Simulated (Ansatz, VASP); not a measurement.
**MgCd3Se4 in VASP and in Ansatz**

File INCAR:

```
SYSTEM = MgCd3Se4
ALGO = Normal
EDIFF = 1E-7
EDIFFG = -0.01
ENCUT = 600
GGA = PE
IBRION = 2
ISIF = 3
ISMEAR = 0
LASPH = .True.
LCHARG = .False.
LREAL = .False.
LWAVE = .False.
NELM = 80
NSW = 100
PREC = Accurate
SIGMA = 0.02
```

File KPOINTS:

```
k-points
0
Gamma
  6 6 4
  0 0 0
```

POSCAR

```
MgCd3Se4
1.0
    4.3622803149      0.0000000000      0.0000000000
    0.0000000000      4.3622803149      0.0000000000
    0.0000000000      0.0000000000     12.2187368916
Mg Cd Se
1 3 4
Direct
    0.5000000000      0.5000000000      0.5000000000
    0.0000000000      0.0000000000      0.7451137147
    0.5000000000      0.5000000000      0.0000000000
    0.0000000000      0.0000000000      0.2548862853
    0.5000000000      0.0000000000      0.1273972459
    0.0000000000      0.5000000000      0.3830906068
    0.5000000000      0.0000000000      0.6169093932
    0.0000000000      0.5000000000      0.8726027541
```

Input for Ansatz:

```yaml
crystal:
  lattice:
    - [4.3622803149, 0.0, 0.0]
    - [0.0, 4.3622803149, 0.0]
    - [0.0, 0.0, 12.2187368916]
  atoms:
    - { symbol: Mg, position: [0.5, 0.5, 0.5] }
    - { symbol: Cd, position: [0.0, 0.0, 0.7451137147] }
    - { symbol: Cd, position: [0.5, 0.5, 0.0] }
    - { symbol: Cd, position: [0.0, 0.0, 0.2548862853] }
    - { symbol: Se, position: [0.5, 0.0, 0.1273972459] }
    - { symbol: Se, position: [0.0, 0.5, 0.3830906068] }
    - { symbol: Se, position: [0.5, 0.0, 0.6169093932] }
    - { symbol: Se, position: [0.0, 0.5, 0.8726027541] }
basis:
  ecutwfc: 420
kpoints:
  mp_grid: { grid: [6, 6, 4] }
hamiltonian:
  xc: pbe
scf:
  occupations: { method: gaussian, width: 0.02 }
output:
  forces: true
  stress: true
  eigenvalues: true
  write_density: true
  write_potential: true
  elf: true
  volumetric_format: npy
relax:
  adjacent_minimum: "off"
  f_tol: 0.01
  max_steps: 80
  cell: { stress_tol: 0.05 }
```

Alike in both runs: task relaxation of cell and atoms; functional PBE; k mesh 6 × 6 × 4; occupations gaussian, width 0.02 eV; no spin polarisation.

|  | VASP | Ansatz |
| --- | --- | --- |
| version | VASP 6.6.1 | Ansatz 0.2.0 |
| potentials or method | VASP PAW PBE potentials, release 64 (Mg, Cd, Se), cutoff 600 eV | scalar-relativistic, plane waves, PAW |
| valence electrons in the cell | 62 | 134 |

Ansatz gave:

- gap on the k mesh at the Fermi level, each at its own relaxed structure (eV): 0.92
- relaxed volume (Å³/atom): 29.00
- relaxed length of the cell vector where the two differ most in proportion (Å): 12.238

**Question.** Estimate VASP's values.

**Answer.** gap on the k mesh at the Fermi level, each at its own relaxed structure (eV): 0.91; relaxed volume (Å³/atom): 29.09; relaxed length of the cell vector where the two differ most in proportion (Å): 12.258.

VASP's potentials hold 62 valence electrons a cell and Ansatz's 134, so a difference there can come from the potentials and not from the codes.
